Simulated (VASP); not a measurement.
# Si3N4 (Fd-3m) in VASP: notebook, part 2 of 2

VASP 6.6.1. Earlier steps stand in the parts before.

### Step 3. Electric field gradients, r2SCAN

POSCAR reads:

```
Si3N4
1.0
    0.0000000000      3.8382500000      3.8382500000
    3.8382500000      0.0000000000      3.8382500000
    3.8382500000      3.8382500000      0.0000000000
Si N
6 8
Direct
    0.1250000000      0.1250000000      0.1250000000
    0.6250000000      0.1250000000      0.1250000000
    0.1250000000      0.1250000000      0.6250000000
    0.1250000000      0.6250000000      0.1250000000
    0.5000000000      0.5000000000      0.5000000000
    0.7500000000      0.7500000000      0.7500000000
    0.8822201174      0.8822201174      0.8822201174
    0.8966603523      0.3677798826      0.3677798826
    0.8822201174      0.8822201174      0.3533396477
    0.3677798826      0.8966603523      0.3677798826
    0.3533396477      0.8822201174      0.8822201174
    0.3677798826      0.3677798826      0.3677798826
    0.8822201174      0.3533396477      0.8822201174
    0.3677798826      0.3677798826      0.8966603523
```

INCAR.step1 reads:

```
SYSTEM = Si3N4
ALGO = Normal ; EDIFF = 1E-4
ENCUT = 520 ; GGA = PE
ISMEAR = -1 ; LASPH = .True.
LCHARG = .False. ; LREAL = .False.
LWAVE = .True. ; NBANDS = 45
NELM = 100 ; PREC = Accurate
SIGMA = 0.02
```

INCAR.step2 reads:

```
SYSTEM = Si3N4
ALGO = Normal ; EDIFF = 1E-8
ENCUT = 520 ; ISIF = 2
ISMEAR = -1 ; ISTART = 1
LASPH = .True. ; LCHARG = .False.
LEFG = .True. ; LMIXTAU = .True.
LREAL = .False. ; LWAVE = .False.
METAGGA = R2SCAN ; NBANDS = 45
NELM = 100 ; PREC = Accurate
SIGMA = 0.02
```

KPOINTS reads:

```
k-points
0
Gamma
  6 6 6
  0 0 0
```

Potentials or basis: VASP PAW PBE potentials, release 64 (Si, N).

On the command line:

```console
> cat potpaw_PBE.64/Si/POTCAR potpaw_PBE.64/N/POTCAR > POTCAR
> cp INCAR.step1 INCAR
> mpirun -np 1 vasp_std > vasp.out
> cp INCAR.step2 INCAR
> mpirun -np 1 vasp_std > vasp.out
```

OUTCAR:

```text
SYSTEM = Si3N4
   EDIFF = 1E-8
   ENCUT = 520
   ISIF = 2
   ISMEAR = -1
   ISTART = 1
   LASPH = .True.
   LREAL = .False.
   METAGGA = R2SCAN
   NELM = 100
   PREC = Accurate

 ion  position               nearest neighbor table
   1  0.125  0.125  0.125-   8 1.87   9 1.87  10 1.87  11 1.87  13 1.87  14 1.87   2 2.71   3 2.71
                             4 2.71   3 2.71   4 2.71   2 2.71
   2  0.625  0.125  0.125-   9 1.87  10 1.87  13 1.87  14 1.87   7 1.87  12 1.87   1 2.71   3 2.71
                             4 2.71   1 2.71   3 2.71   4 2.71
   3  0.125  0.125  0.625-   8 1.87  10 1.87  11 1.87  13 1.87  12 1.87   7 1.87   1 2.71   1 2.71
                             2 2.71   4 2.71   4 2.71   2 2.71
   4  0.125  0.625  0.125-   8 1.87   9 1.87  11 1.87  14 1.87  12 1.87   7 1.87   1 2.71   3 2.71
                             1 2.71   2 2.71   3 2.71   2 2.71
   5  0.500  0.500  0.500-  12 1.76  14 1.76   8 1.76  10 1.76
   6  0.750  0.750  0.750-   7 1.76   9 1.76  11 1.76  13 1.76
   7  0.882  0.882  0.882-   6 1.76   3 1.87   4 1.87   2 1.87
   8  0.897  0.368  0.368-   5 1.76   4 1.87   3 1.87   1 1.87
   9  0.882  0.882  0.353-   6 1.76   4 1.87   2 1.87   1 1.87
  10  0.368  0.897  0.368-   5 1.76   3 1.87   2 1.87   1 1.87
  11  0.353  0.882  0.882-   6 1.76   4 1.87   3 1.87   1 1.87
  12  0.368  0.368  0.368-   5 1.76   3 1.87   4 1.87   2 1.87
  13  0.882  0.353  0.882-   6 1.76   3 1.87   2 1.87   1 1.87
  14  0.368  0.368  0.897-   5 1.76   4 1.87   2 1.87   1 1.87

  LATTYP: Found a face centered cubic cell.
 ALAT       =     7.6765000000

  Lattice vectors:

 A1 = (   0.0000000000,   3.8382500000,   3.8382500000)
 A2 = (   3.8382500000,   0.0000000000,   3.8382500000)
 A3 = (   3.8382500000,   3.8382500000,   0.0000000000)

Analysis of symmetry for initial positions (statically):
=====================================================================
 Subroutine PRICEL returns:
 Original cell was already a primitive cell.

 Routine SETGRP: Setting up the symmetry group for a
 face centered cubic supercell.

 Subroutine GETGRP returns: Found 48 space group operations
 (whereof 24 operations were pure point group operations)
 out of a pool of 48 trial point group operations.

The static configuration has the point symmetry T_d .
 The point group associated with its full space group is O_h .

Analysis of symmetry for dynamics (positions and initial velocities):
=====================================================================
 Subroutine PRICEL returns:
 Original cell was already a primitive cell.

 Routine SETGRP: Setting up the symmetry group for a
 face centered cubic supercell.

 Subroutine GETGRP returns: Found 48 space group operations
 (whereof 24 operations were pure point group operations)
 out of a pool of 48 trial point group operations.

The dynamic configuration has the point symmetry T_d .
 The point group associated with its full space group is O_h .

 Subroutine INISYM returns: Found 48 space group operations
[... 920 lines left out ...]

  FORCE on cell =-STRESS in cart. coord.  units (eV):
  Direction    XX          YY          ZZ          XY          YZ          ZX
  --------------------------------------------------------------------------------------
  -------------------------------------------------------------------------------------
  Total        5.0232585      5.0232585      5.0232585      0.0000000      0.0000000      0.0000000
  in kB       71.1649814     71.1649814     71.1649814      0.0000000      0.0000000      0.0000000
  external PRESSURE =      71.1649814 kB  Pullay stress =       0.0000000 kB

 VOLUME and BASIS-vectors are now :
 -----------------------------------------------------------------------------
  energy-cutoff  :      520.00
  volume of cell :      113.09
      direct lattice vectors                 reciprocal lattice vectors
     0.000000000  3.838250000  3.838250000    -0.130267700  0.130267700  0.130267700
     3.838250000  0.000000000  3.838250000     0.130267700 -0.130267700  0.130267700
     3.838250000  3.838250000  0.000000000     0.130267700  0.130267700 -0.130267700

 POSITION                                       TOTAL-FORCE (eV/Angst)
 -----------------------------------------------------------------------------------
      0.95956      0.95956      0.95956        -0.000000     -0.000000     -0.000000
      0.95956      2.87869      2.87869        -0.000000     -0.000000     -0.000000
      2.87869      2.87869      0.95956        -0.000000     -0.000000     -0.000000
      2.87869      0.95956      2.87869        -0.000000     -0.000000     -0.000000
      3.83825      3.83825      3.83825        -0.000000     -0.000000     -0.000000
      5.75737      5.75737      5.75737        -0.000000     -0.000000     -0.000000
      6.77236      6.77236      6.77236         0.025085      0.025085      0.025085
      2.82326      4.85324      4.85324        -0.025085      0.025085      0.025085
      4.74239      4.74239      6.77236        -0.025085     -0.025085      0.025085
      4.85324      2.82326      4.85324         0.025085     -0.025085      0.025085
      6.77236      4.74239      4.74239         0.025085     -0.025085     -0.025085
      2.82326      2.82326      2.82326        -0.025085     -0.025085     -0.025085
      4.74239      6.77236      4.74239        -0.025085      0.025085     -0.025085
      4.85324      4.85324      2.82326         0.025085      0.025085     -0.025085
 -----------------------------------------------------------------------------------
    total drift:                                0.000000      0.000000     -0.000000

  FREE ENERGIE OF THE ION-ELECTRON SYSTEM (eV)
  ---------------------------------------------------
  free  energy   TOTEN  =      -141.7696806259 eV

  energy  without entropy=     -141.7696806259  energy(sigma->0) =     -141.76968063

 Electric field gradients (V/A^2)
---------------------------------------------------------------------
 ion       V_xx      V_yy      V_zz      V_xy      V_xz      V_yz
---------------------------------------------------------------------
   1      -0.000    -0.000     0.000    -0.200    -0.200    -0.200
   2      -0.000     0.000     0.000     0.200     0.200    -0.200
   3       0.000     0.000    -0.000    -0.200     0.200     0.200
   4       0.000    -0.000     0.000     0.200    -0.200     0.200
   5       0.000    -0.000     0.000    -0.000    -0.000    -0.000
   6      -0.000     0.000    -0.000    -0.000    -0.000    -0.000
   7       0.000    -0.000    -0.000    13.502    13.502    13.502
   8      -0.001     0.000     0.000   -13.502   -13.502    13.501
   9       0.000     0.000    -0.001    13.501   -13.502   -13.502
  10       0.000    -0.001     0.000   -13.502    13.501   -13.502
  11      -0.001     0.000     0.000   -13.502   -13.502    13.501
  12       0.000    -0.000     0.000    13.502    13.502    13.502
  13       0.000    -0.001     0.000   -13.502    13.501   -13.502
  14       0.000     0.000    -0.001    13.501   -13.502   -13.502
---------------------------------------------------------------------

 Electric field gradients after diagonalization (V/A^2)
 (convention: |V_zz| > |V_xx| > |V_yy|)
----------------------------------------------------------------------
 ion       V_xx      V_yy      V_zz     asymmetry (V_yy - V_xx)/ V_zz
----------------------------------------------------------------------
   1       0.200     0.200    -0.400       0.000
   2       0.200     0.200    -0.400       0.001
   3       0.200     0.200    -0.400       0.001
   4       0.200     0.200    -0.400       0.001
   5       0.000     0.000    -0.000       0.000
   6       0.000     0.000    -0.000       0.000
   7     -13.502   -13.502    27.003       0.000
   8     -13.502   -13.501    27.003       0.000
   9     -13.502   -13.501    27.003       0.000
  10     -13.502   -13.501    27.003       0.000
  11     -13.502   -13.501    27.003       0.000
  12     -13.502   -13.502    27.003       0.000
  13     -13.502   -13.501    27.003       0.000
  14     -13.502   -13.501    27.003       0.000
----------------------------------------------------------------------

           NMR quadrupolar parameters

 Cq : quadrupolar parameter    Cq=e*Q*V_zz/h
 eta: asymmetry parameters     (V_yy - V_xx)/ V_zz
 Q  : nuclear electric quadrupole moment in mb (millibarn)
----------------------------------------------------------------------
 ion       Cq(MHz)       eta       Q (mb)
----------------------------------------------------------------------
   1      -0.001       0.000       1.000
   2      -0.001       0.001       1.000
   3      -0.001       0.001       1.000
   4      -0.001       0.001       1.000
   5      -0.000       0.000       1.000
   6      -0.000       0.000       1.000
   7       0.065       0.000       1.000
   8       0.065       0.000       1.000
   9       0.065       0.000       1.000
  10       0.065       0.000       1.000
  11       0.065       0.000       1.000
  12       0.065       0.000       1.000
  13       0.065       0.000       1.000
  14       0.065       0.000       1.000
----------------------------------------------------------------------
```

Run time: 8 min. Hardware: 1 thread of Intel Xeon Platinum 8259CL at 2.50GHz (Skylake/Cascade Lake), shared host; peak memory 0.28 GiB.

What came out:

```yaml
Free_energy: -141.7697 eV
Pressure: 7.1 GPa
Largest_force: 0.043 eV/Å
Band_gap_on_the_k_mesh: 4.12 eV (least direct gap 4.14 eV)
Largest_electric_field_gradient_by_atom: Si -0.4, +0.0 (each value once); N +27.0 V/Å²
```

Forces on the atoms (eV/Å):
```
Si   0.000  0.000  0.000
Si   0.000  0.000  0.000
Si   0.000  0.000  0.000
Si   0.000  0.000  0.000
Si   0.000  0.000  0.000
Si   0.000  0.000  0.000
N    0.025  0.025  0.025
N   -0.025  0.025  0.025
N   -0.025 -0.025  0.025
N    0.025 -0.025  0.025
N    0.025 -0.025 -0.025
N   -0.025 -0.025 -0.025
N   -0.025  0.025 -0.025
N    0.025  0.025 -0.025
```

Electric field gradients, principal values (V/Å²):
```tsv
atom	least	middle	greatest (by size)
1 Si	0.200	0.200	-0.400
2 Si	0.200	0.200	-0.400
3 Si	0.200	0.200	-0.400
4 Si	0.200	0.200	-0.400
5 Si	0.000	0.000	0.000
6 Si	0.000	0.000	0.000
7 N	-13.502	-13.502	27.003
8 N	-13.501	-13.502	27.003
9 N	-13.501	-13.502	27.003
10 N	-13.501	-13.502	27.003
11 N	-13.501	-13.502	27.003
12 N	-13.502	-13.502	27.003
13 N	-13.501	-13.502	27.003
14 N	-13.501	-13.502	27.003
```

Caveat: the cell stands under pressure; without QUAD_EFG the Cq values of the log hold for a quadrupole moment of 1 mb, not for the nuclei; the PAW data sets were made with another functional, which shifts forces and pressure a little. A k mesh can miss the band edges.
